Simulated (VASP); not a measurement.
# Rh (Fm-3m) in VASP: notebook, part 2 of 2

VASP 6.6.1.

## 4. Relaxation of cell and atoms, BLYP, collinear spin, ferromagnetic start

This run uses another cell than the first one, of 13.75 Å³/atom, 0.928 times its volume.

Input file INCAR:

```
  AGGAC = 1.0
  AGGAX = 1.0
  ALDAC = 0.0
  ALDAX = 1.0
  ALGO = Normal
  EDIFF = 1E-7
  EDIFFG = -0.01
  ENCUT = 600
  GGA = B5
  IBRION = 2
  ISIF = 3
  ISMEAR = -1
  ISPIN = 2
  LASPH = True
  LCHARG = False
  LMAXMIX = 4
  LORBIT = 11
  LREAL = False
  LWAVE = False
  MAGMOM = 1
  NELM = 150
  NSW = 80
  PREC = Accurate
  SIGMA = 0.05
```

Input file KPOINTS:

```
k-points
0
Gamma
  14 14 14
```

Input file POSCAR:

```
Rh
1.0
    0.0000000000      1.9015500000      1.9015500000
    1.9015500000      0.0000000000      1.9015500000
    1.9015500000      1.9015500000      0.0000000000
Rh
1
Direct
    0.0000000000      0.0000000000      0.0000000000
```

Potentials or basis: VASP PAW PBE potentials, release 64 (Rh_pv).

Run with:

```bash
cat potpaw_PBE.64/Rh_pv/POTCAR > POTCAR
mpirun -np 1 vasp_std > vasp.out
```

OUTCAR:

```text
EDIFF = 1E-7
   EDIFFG = -0.01
   ENCUT = 600
   GGA = B5
   IBRION = 2
   ISIF = 3
   ISMEAR = -1
   ISPIN = 2
   LASPH = True
   LORBIT = 11
   LREAL = False
   NELM = 150
   NSW = 80
   PREC = Accurate

 ion  position               nearest neighbor table
   1  0.000  0.000  0.000-

  LATTYP: Found a face centered cubic cell.
 ALAT       =     3.8031000000

  Lattice vectors:

 A1 = (   0.0000000000,   1.9015500000,   1.9015500000)
 A2 = (   1.9015500000,   0.0000000000,   1.9015500000)
 A3 = (   1.9015500000,   1.9015500000,   0.0000000000)

Analysis of symmetry for initial positions (statically):
=====================================================================
 Subroutine PRICEL returns:
 Original cell was already a primitive cell.

[... 1104 lines left out ...]
 number of electron      15.0000000 magnetization      -0.0000000

 number of electron      15.0000000 magnetization       0.0000000

 Free energy of the ion-electron system (eV)
  ---------------------------------------------------
  ext. energy  EPLUGINS =         0.00000000
  ---------------------------------------------------
  free energy    TOTEN  =        -6.16642562 eV

  energy without entropy =       -6.15533301  energy(sigma->0) =       -6.16087931

 E-fermi :  11.0539     XC(G=0): -12.9018

 val. band max:       11.0319941145   @ k =  -0.2857   0.3571   0.0714
 cond. band min:      11.0682926004   @ k =   0.4286   0.2857   0.0714
 fundamental gap:      0.0362984859
 Fermi energy:        11.0538634747

 spin component 1

 k-point     1 :       0.0000    0.0000    0.0000
  band No.  band energies     occupation
      1     -34.9896      1.00000
      2     -34.9896      1.00000
      3     -34.9896      1.00000
      4       3.8595      1.00000
      5       8.3342      1.00000
      6       8.3342      1.00000
      7       8.3342      1.00000
      8      10.1605      1.00000
      9      10.1605      1.00000
     10      27.3859      0.00000
     11      31.5689      0.00000
     12      32.2725      0.00000
[... 737 lines left out ...]
  FREE ENERGIE OF THE ION-ELECTRON SYSTEM (eV)
  ---------------------------------------------------
  free  energy   TOTEN  =        -6.1664256183 eV

  energy  without entropy=       -6.1553330073  energy(sigma->0) =       -6.16087931

 reached required accuracy - stopping structural energy minimisation

 total charge

# of ion       s       p       d       tot
------------------------------------------
    1        0.372   6.244   7.092  13.708

 magnetization (x)

# of ion       s       p       d       tot
------------------------------------------
    1        0.000   0.000  -0.000  -0.000
```

OSZICAR:

```text
N       E                     dE             d eps       ncg     rms          rms(c)
DAV:   1     0.129024654034E+03    0.12902E+03   -0.10293E+04  5004   0.155E+03
DAV:   2    -0.478745001877E+01   -0.13381E+03   -0.12788E+03  5248   0.393E+02
DAV:   3    -0.642631731288E+01   -0.16389E+01   -0.16323E+01  5748   0.483E+01
[... 103 lines left out ...]
DAV:   1    -0.616644094823E+01   -0.17725E-04   -0.19779E-04  5232   0.223E-01    0.269E-02
DAV:   2    -0.616642618908E+01    0.14759E-04   -0.35198E-05  5152   0.871E-02    0.458E-03
DAV:   3    -0.616642593726E+01    0.25182E-06   -0.21731E-07  5336   0.575E-03    0.282E-03
DAV:   4    -0.616642559046E+01    0.34680E-06   -0.97233E-08  4184   0.379E-03    0.198E-04
DAV:   5    -0.616642561827E+01   -0.27813E-07   -0.25980E-09  2600   0.790E-04
  16 F= -.61664256E+01 E0= -.61608793E+01  d E =-.555437E-05  mag=    -0.0000
```

CONTCAR:

```text
Rh
   1.00000000000000
     0.0000000000000001    1.9507722672681946    1.9507722672681946
     1.9507722672681946   -0.0000000000000000    1.9507722672681946
     1.9507722672681946    1.9507722672681946    0.0000000000000000
  Rh
     1
Direct
     0.0000000000000000    0.0000000000000000    1.0000000000000000

  0.00000000E+00  0.00000000E+00  0.00000000E+00
```

Wall time 3.7 min (1 thread of Intel Xeon 6975P-C, shared host); peak memory 0.18 GiB.

What came out:

| Property | Result |
| --- | --- |
| Free energy | -6.1664 eV |
| Relaxed volume | 14.85 Å³/atom |
| Relaxed cell | a = 2.759 Å, b = 2.759 Å, c = 2.759 Å, α = 60.00°, β = 60.00°, γ = 60.00° |
| Space group after relaxing (to 0.05 Å) | Fm-3m (No. 225) |
| Energy gained by relaxing | 64.2 meV/atom |
| Ionic steps | 16 |
| Pressure after relaxing | 0.1 GPa |
| Net moment | 0.00 μB per cell |
| Valence electrons inside the program's atomic spheres | Rh 13.71 |

The path:
```csv
step,energy change (eV),largest force (eV/Å),pressure (GPa),volume (Å³)
1,0.0000,0.0000,20.22,13.75
2,0.1582,0.0000,-22.56,17.50
3,-0.0640,0.0000,-0.96,14.92
4,-0.0642,0.0000,-0.12,14.86
5,-0.0642,0.0000,0.21,14.84
6,-0.0642,0.0000,0.20,14.84
7,-0.0642,0.0000,0.18,14.84
8,-0.0642,0.0000,0.18,14.84
9,-0.0642,0.0000,0.18,14.84
10,-0.0642,0.0000,0.18,14.84
11,-0.0642,0.0000,0.18,14.84
12,-0.0642,0.0000,0.18,14.84
13,-0.0642,0.0000,0.17,14.84
14,-0.0642,0.0000,0.16,14.84
15,-0.0642,0.0000,0.13,14.84
16,-0.0642,0.0000,0.09,14.85
```

Final structure:
```
Rh
1.0
     0.00000    1.95077    1.95077
     1.95077    0.00000    1.95077
     1.95077    1.95077    0.00000
Rh
1
Direct
  0.00000 0.00000 0.00000
```

Caveat: the PAW data sets were made with another functional, which shifts forces and pressure a little. BLYP gives volumes clearly too large for solids.

## 5. Single point, BLYP, collinear spin, ferromagnetic start (volume scaled by 0.88)

Input file INCAR:

```
SYSTEM = Rh
PREC = Accurate ; ENCUT = 520
EDIFF = 1E-7 ; ISMEAR = -1
SIGMA = 0.05 ; LREAL = .FALSE.
LASPH = .TRUE. ; NELM = 150
ALGO = Normal ; ISIF = 2
LWAVE = .FALSE. ; LCHARG = .FALSE.
ISPIN = 2 ; MAGMOM = 1
LORBIT = 11 ; LMAXMIX = 4
GGA = B5 ; ALDAX = 1.0
AGGAX = 1.0 ; AGGAC = 1.0
ALDAC = 0.0 ; NBANDS = 18
```

Input file KPOINTS:

```
regular mesh
0
G
  23 23 23
  0 0 0
```

Input file POSCAR:

```
Rh
1.0
    0.0000000000      1.8683851198      1.8683851198
    1.8683851198      0.0000000000      1.8683851198
    1.8683851198      1.8683851198      0.0000000000
Rh
1
Direct
    0.0000000000      0.0000000000      0.0000000000
```

Run with:

```bash
cat potpaw_PBE.64/Rh_pv/POTCAR > POTCAR
mpirun -np 1 vasp_std > vasp.out
```

It took 1.7 min on 1 thread of Intel Xeon 6975P-C, shared host; peak memory 0.23 GiB.

It converged, with:

- Free energy: -5.9718 eV
- Pressure: 39.1 GPa
- Net moment: 0.00 μB per cell
- Valence electrons inside the program's atomic spheres: Rh 13.93

Levels at points of the mesh, in eV from the Fermi level:
Spin up:
| k point | band 4 | band 5 | band 6 | band 7 | band 8 | band 9 | band 10 | band 11 |
| --- | --- | --- | --- | --- | --- | --- | --- | --- |
| (0.00, 0.00, 0.00) | -8.12 | -3.34 | -3.34 | -3.34 | -1.10 | -1.10 | 16.25 | 20.14 |
Spin down:
| k point | band 5 | band 6 | band 7 | band 8 | band 9 | band 10 |
| --- | --- | --- | --- | --- | --- | --- |
| (0.00, 0.00, 0.00) | -3.34 | -3.34 | -3.34 | -1.10 | -1.10 | 16.25 |

Caveat: the cell differs from its parent crystal (volume scaled by 0.88); the PAW data sets were made with another functional, which shifts forces and pressure a little.

## 6. Overview

| task | spin | cell | k mesh | cutoff (eV) | gap on the mesh (eV) | pressure (GPa) | moment (μB) |
| --- | --- | --- | --- | --- | --- | --- | --- |
| single point | non-collinear, typed start, SOC | a = 2.757 Å, angles 60.0°, 1 atom | 14 × 14 × 14 | 520 | - | 0.9 | 0.00 |
| single point | collinear, ferromagnetic start | a = 2.757 Å, angles 60.0°, 1 atom | 14 × 14 × 14 | 520 | none | 0.5 | 0.00 |
| relaxation of cell and atoms | collinear, ferromagnetic start | relaxed from a = 2.689 Å, angles 60.0°, 1 atom | 14 × 14 × 14 | 600 | none | 0.1 | 0.00 |
| single point | collinear, ferromagnetic start | a = 2.642 Å, angles 60.0°, 1 atom | 23 × 23 × 23 | 520 | none | 39.1 | 0.00 |

Alike in all rows: level BLYP; potentials or basis VASP PAW PBE potentials, release 64 (Rh_pv); smearing fermi-dirac 0.05 eV.

Caveats: the PAW data sets were made with another functional, which shifts forces and pressure a little.

Total energies depend on the potentials used, so only differences within one code and one set of settings carry meaning.
